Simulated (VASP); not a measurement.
# BaY (P-6m2) in VASP: a series of runs

The runs below take BaY through single point, with PBEsol.

Program: VASP 6.6.1. These are calculated values, not measurements. Logs are shortened: lines on timing, memory, paths and dates and some standing lists are left out, and cuts for length are marked.

### 1 The cell of the first run

Symmetry: P-6m2, No. 187, hexagonal system. Conventional cell: a = 3.817 Å, b = 3.817 Å, c = 6.019 Å, α = 90.00°, β = 90.00°, γ = 120.00°. Ba (site symmetry -6m2) has 6 Y at 3.73 Å and 6 Ba at 3.82 Å within 4.9 Å. Within 4.9 Å of Y (site symmetry -6m2) lie 6 Ba at 3.73 Å and 6 Y at 3.82 Å.

### 2 Single point, PBEsol, non-collinear spin, zero start, spin-orbit coupling

INCAR reads:

```
PREC = Accurate
ENCUT = 520
EDIFF = 1E-6
ISMEAR = -1
SIGMA = 0.1
LREAL = F
LASPH = T
NELM = 150
ALGO = Normal
ISIF = 2
LWAVE = F
LCHARG = F
LNONCOLLINEAR = T
MAGMOM = 0 0 0 0 0 0
LORBIT = 11
LSORBIT = T
GGA_COMPAT = F
LORBMOM = T
LMAXMIX = 4
GGA = PS
NBANDS = 33
```

KPOINTS reads:

```
regular mesh
0
Gamma
  7 7 4
```

POSCAR reads:

```
BaY
1.0
    3.8169095700      0.0000000000      0.0000000000
   -1.9084547900      3.3055406600      0.0000000000
    0.0000000000      0.0000000000      6.0186537100
Ba Y
1 1
Direct
    0.3333333300      0.6666666700      0.0000000000
    0.6666666700      0.3333333300      0.5000000000
```

Potentials or basis: VASP PAW PBE potentials, release 64 (Ba_sv, Y_sv).

Run with:

```sh
$ cat potpaw_PBE.64/Ba_sv/POTCAR potpaw_PBE.64/Y_sv/POTCAR > POTCAR
$ mpirun -np 1 vasp_ncl > vasp.out
```

OUTCAR:

```text
PREC = Accurate
   ENCUT = 520
   EDIFF = 1E-6
   ISMEAR = -1
   LREAL = F
   LASPH = T
   NELM = 150
   ISIF = 2
   LNONCOLLINEAR = T
   LORBIT = 11
   LSORBIT = T
   GGA = PS

 ion  position               nearest neighbor table
   1  0.333  0.667  0.000-   2 3.73   2 3.73   2 3.73   2 3.73   2 3.73   2 3.73
   2  0.667  0.333  0.500-   1 3.73   1 3.73   1 3.73   1 3.73   1 3.73   1 3.73

  LATTYP: Found a hexagonal cell.
 ALAT       =     3.8169095700
 C/A-ratio  =     1.5768394822

  Lattice vectors:

 A1 = (   3.8169095700,   0.0000000000,   0.0000000000)
 A2 = (  -1.9084547900,   3.3055406600,   0.0000000000)
 A3 = (   0.0000000000,   0.0000000000,   6.0186537100)

Analysis of symmetry for initial positions (statically):
=====================================================================
 Subroutine PRICEL returns:
 Original cell was already a primitive cell.

 Routine SETGRP: Setting up the symmetry group for a
 hexagonal supercell.

 Subroutine GETGRP returns: Found 12 space group operations
 (whereof 12 operations were pure point group operations)
 out of a pool of 24 trial point group operations.

The static configuration has the point symmetry D_3h.

Analysis of symmetry for dynamics (positions and initial velocities):
=====================================================================
 Subroutine PRICEL returns:
 Original cell was already a primitive cell.

 Routine SETGRP: Setting up the symmetry group for a
 hexagonal supercell.

 Subroutine GETGRP returns: Found 12 space group operations
 (whereof 12 operations were pure point group operations)
 out of a pool of 24 trial point group operations.

The dynamic configuration has the point symmetry D_3h.

Analysis of structural, dynamic, and magnetic symmetry:
=====================================================================
 Subroutine PRICEL returns:
 Original cell was already a primitive cell.

 Routine SETGRP: Setting up the symmetry group for a
 hexagonal supercell.

 Subroutine GETGRP returns: Found 12 space group operations
 (whereof 12 operations were pure point group operations)
 out of a pool of 24 trial point group operations.

The overall configuration has the point symmetry D_3h.

 Subroutine INISYM returns: Found 12 space group operations
 (whereof 12 operations are pure point group operations),
 and found     1 'primitive' translations

----------------------------------------------------------------------------------------

                                     Primitive cell

  volume of cell :      75.9371

  direct lattice vectors                    reciprocal lattice vectors
     3.816909570  0.000000000  0.000000000     0.261992060  0.151261186  0.000000000
    -1.908454790  3.305540660  0.000000000     0.000000000  0.302522372  0.000000000
     0.000000000  0.000000000  6.018653710     0.000000000  0.000000000  0.166150114

  length of vectors
     3.816909570  3.816909580  6.018653710     0.302522372  0.302522372  0.166150114

  position of ions in fractional coordinates (direct lattice)
     0.333333330  0.666666670  0.000000000
     0.666666670  0.333333330  0.500000000

  ion indices of the primitive-cell ions
   primitive index   ion index
                 1           1
                 2           2

----------------------------------------------------------------------------------------

 KPOINTS: regular mesh

Automatic generation of k-mesh.
 Grid dimensions read from file:
 generate k-points for:    7    7    4

 Generating k-lattice:

[... 102 lines left out ...]

 number of electron      21.0000000 magnetization      -0.0000000     -0.0000000     -0.0000000

 Free energy of the ion-electron system (eV)
  ---------------------------------------------------
  ext. energy  EPLUGINS =         0.00000000
  ---------------------------------------------------
  free energy    TOTEN  =        -8.71780003 eV

  energy without entropy =       -8.61457670  energy(sigma->0) =       -8.66618837

 E-fermi :   2.9209     XC(G=0):  -9.1663

 val. band max:        2.8638216404   @ k =   0.2857   0.2857   0.0000
 cond. band min:       2.9527128288   @ k =   0.1429   0.1429   0.2500
 fundamental gap:      0.0888911885
 Fermi energy:         2.9208739541

 k-point     1 :       0.0000    0.0000    0.0000
  band No.  band energies     occupation
      1     -40.1314      1.00000
      2     -40.1314      1.00000
      3     -25.0660      1.00000
      4     -25.0660      1.00000
      5     -21.0093      1.00000
      6     -21.0093      1.00000
[... 853 lines left out ...]
     32       6.7850      0.00000
     33       7.2440      0.00000

 [... further k-points ...]

------------------------ aborting loop because EDIFF is reached ----------------------------------------

  FORCE on cell =-STRESS in cart. coord.  units (eV):
  Direction    XX          YY          ZZ          XY          YZ          ZX
  --------------------------------------------------------------------------------------
  -------------------------------------------------------------------------------------
  Total        0.1723602      0.1723602      1.0060783     -0.0000000      0.0000000      0.0000000
  in kB        3.6365853      3.6365853     21.2270016     -0.0000000      0.0000000      0.0000000
  external PRESSURE =       9.5000574 kB  Pullay stress =       0.0000000 kB

 VOLUME and BASIS-vectors are now :
 -----------------------------------------------------------------------------
  energy-cutoff  :      520.00
  volume of cell :       75.94
      direct lattice vectors                 reciprocal lattice vectors
     3.816909570  0.000000000  0.000000000     0.261992060  0.151261186  0.000000000
    -1.908454790  3.305540660  0.000000000     0.000000000  0.302522372  0.000000000
     0.000000000  0.000000000  6.018653710     0.000000000  0.000000000  0.166150114

 POSITION                                       TOTAL-FORCE (eV/Angst)
 -----------------------------------------------------------------------------------
     -0.00000      2.20369      0.00000        -0.000000     -0.000000      0.000000
      1.90845      1.10185      3.00933         0.000000      0.000000      0.000000
 -----------------------------------------------------------------------------------
    total drift:                               -0.000004      0.000002      0.000000

  FREE ENERGIE OF THE ION-ELECTRON SYSTEM (eV)
  ---------------------------------------------------
  free  energy   TOTEN  =        -8.7178000310 eV

  energy  without entropy=       -8.6145767050  energy(sigma->0) =       -8.66618837

 orbital moment (x)

 # of ion     p       d       f       tot
 ------------------------------------------------
  1         0.000  -0.000   0.000  -0.000
  2        -0.000   0.000  -0.000  -0.000
 ------------------------------------------------
           -0.000   0.000  -0.000  -0.000

 orbital moment (y)

 # of ion     p       d       f       tot
 ------------------------------------------------
  1        -0.000  -0.000   0.000  -0.000
  2        -0.000   0.000   0.000  -0.000
 ------------------------------------------------
           -0.000   0.000   0.000  -0.000

 orbital moment (z)

 # of ion     p       d       f       tot
 ------------------------------------------------
  1         0.000   0.000   0.000   0.000
  2         0.000   0.000  -0.000   0.000
 ------------------------------------------------
            0.000   0.000  -0.000   0.000

 Spin-Orbit-Coupling matrix elements

 Ion:    1  E_soc:     -0.4177004
 l=   1
     0.0000000    -0.0694138    -0.0693498
    -0.0694138     0.0000000    -0.0694138
    -0.0693498    -0.0694138     0.0000000
 l=   2
     0.0000000    -0.0000681     0.0000000    -0.0000681    -0.0000791
    -0.0000681     0.0000000    -0.0001122    -0.0000971    -0.0000681
     0.0000000    -0.0001122     0.0000000    -0.0001122     0.0000000
    -0.0000681    -0.0000971    -0.0001122     0.0000000    -0.0000681
    -0.0000791    -0.0000681     0.0000000    -0.0000681     0.0000000
 l=   3
     0.0000000     0.0000000     0.0000000     0.0000000     0.0000000     0.0000000     0.0000000
     0.0000000     0.0000000     0.0000000     0.0000000     0.0000000     0.0000000     0.0000000
     0.0000000     0.0000000     0.0000000     0.0000000     0.0000000     0.0000000     0.0000000
     0.0000000     0.0000000     0.0000000     0.0000000     0.0000000     0.0000000     0.0000000
     0.0000000     0.0000000     0.0000000     0.0000000     0.0000000     0.0000000     0.0000000
     0.0000000     0.0000000     0.0000000     0.0000000     0.0000000     0.0000000     0.0000000
     0.0000000     0.0000000     0.0000000     0.0000000     0.0000000     0.0000000     0.0000000

 Ion:    2  E_soc:     -0.0977557
 l=   1
     0.0000000    -0.0162587    -0.0160700
    -0.0162587     0.0000000    -0.0162587
    -0.0160700    -0.0162587     0.0000000
 l=   2
     0.0000000    -0.0000227     0.0000000    -0.0000227    -0.0001595
    -0.0000227     0.0000000    -0.0000211     0.0000021    -0.0000227
     0.0000000    -0.0000211     0.0000000    -0.0000211     0.0000000
    -0.0000227     0.0000021    -0.0000211     0.0000000    -0.0000227
    -0.0001595    -0.0000227     0.0000000    -0.0000227     0.0000000
 l=   3
     0.0000000    -0.0000000     0.0000000     0.0000000     0.0000000    -0.0000000     0.0000000
    -0.0000000     0.0000000    -0.0000000     0.0000000    -0.0000000    -0.0000000     0.0000000
     0.0000000    -0.0000000     0.0000000    -0.0000000    -0.0000000    -0.0000000     0.0000000
     0.0000000     0.0000000    -0.0000000     0.0000000    -0.0000000     0.0000000     0.0000000
     0.0000000    -0.0000000    -0.0000000    -0.0000000     0.0000000    -0.0000000     0.0000000
    -0.0000000    -0.0000000    -0.0000000     0.0000000    -0.0000000     0.0000000     0.0000000
     0.0000000     0.0000000     0.0000000     0.0000000     0.0000000     0.0000000     0.0000000

 total charge

# of ion       s       p       d       f       tot
--------------------------------------------------
    1        2.086   5.470   0.535   0.000   8.092
    2        2.282   6.169   0.872   0.005   9.328
--------------------------------------------------
tot          4.368  11.639   1.407   0.005  17.420

 magnetization (x)

# of ion       s       p       d       f       tot
--------------------------------------------------
    1        0.000   0.000  -0.000   0.000  -0.000
    2        0.000   0.000   0.000  -0.000   0.000
--------------------------------------------------
tot          0.000   0.000   0.000  -0.000   0.000

 magnetization (y)

# of ion       s       p       d       f       tot
--------------------------------------------------
    1        0.000  -0.000   0.000   0.000  -0.000
    2       -0.000  -0.000  -0.000   0.000  -0.000
--------------------------------------------------
tot         -0.000  -0.000  -0.000   0.000  -0.000

 magnetization (z)

# of ion       s       p       d       f       tot
--------------------------------------------------
    1        0.000   0.000  -0.000   0.000  -0.000
    2       -0.000   0.000   0.000  -0.000  -0.000
--------------------------------------------------
tot         -0.000   0.000  -0.000  -0.000  -0.000
```

Wall time 6.3 min (1 thread of Intel Xeon 8259CL, shared host); peak memory 0.42 GiB.

What came out:

| Quantity | Value |
| --- | --- |
| Free energy | -8.7178 eV |
| Pressure | 1.0 GPa |
| Net moment | 0.00 μB per cell |
| Valence electrons inside the program's atomic spheres | Ba 8.09; Y 9.33 |

Moments on the atoms (μB; x, y, z):
```
Ba  0.00 0.00 0.00
Y   0.00 0.00 0.00
```

Caveat: the PAW data sets were made with another functional, which shifts forces and pressure a little.

### 3 Single point, PBEsol, non-collinear spin, zero start, spin-orbit coupling

INCAR reads:

```
SYSTEM = BaY
PREC = Accurate ; ENCUT = 520
EDIFF = 1E-6 ; ISMEAR = -1
SIGMA = 0.1 ; LREAL = .FALSE.
LASPH = .TRUE. ; NELM = 150
ALGO = Normal ; ISIF = 2
LWAVE = .FALSE. ; LCHARG = .FALSE.
LNONCOLLINEAR = .TRUE. ; MAGMOM = 0 0 0 0 0 0
LORBIT = 11 ; LSORBIT = .TRUE.
GGA_COMPAT = .FALSE. ; LORBMOM = .TRUE.
LMAXMIX = 4 ; GGA = PS
NBANDS = 33
```

KPOINTS reads:

```
regular mesh
0
G
  7 7 4
  0 0 0
```

POSCAR is that of step 2.

Potentials or basis: VASP PAW PBE potentials, release 64 (Ba_sv, Y_sv).

Run with:

```sh
$ cat potpaw_PBE.64/Ba_sv/POTCAR potpaw_PBE.64/Y_sv/POTCAR > POTCAR
$ mpirun -np 1 vasp_ncl > vasp.out
```

Run time: 6 min. Hardware: 1 thread of Intel Xeon 8259CL, shared host; peak memory 0.42 GiB.

The run converged. Its results:

- Free energy: -8.7178 eV
- Pressure: 1.0 GPa
- Net moment: 0.00 μB per cell
- Valence electrons inside the program's atomic spheres: Ba 8.09; Y 9.33

Stress tensor (GPa, compression positive):
```
0.36 0.00 0.00
0.00 0.36 0.00
0.00 0.00 2.12
```

Moments on the atoms (μB; x, y, z):
```
Ba  0.00 0.00 0.00
Y   0.00 0.00 0.00
```

Caveat: the PAW data sets were made with another functional, which shifts forces and pressure a little.
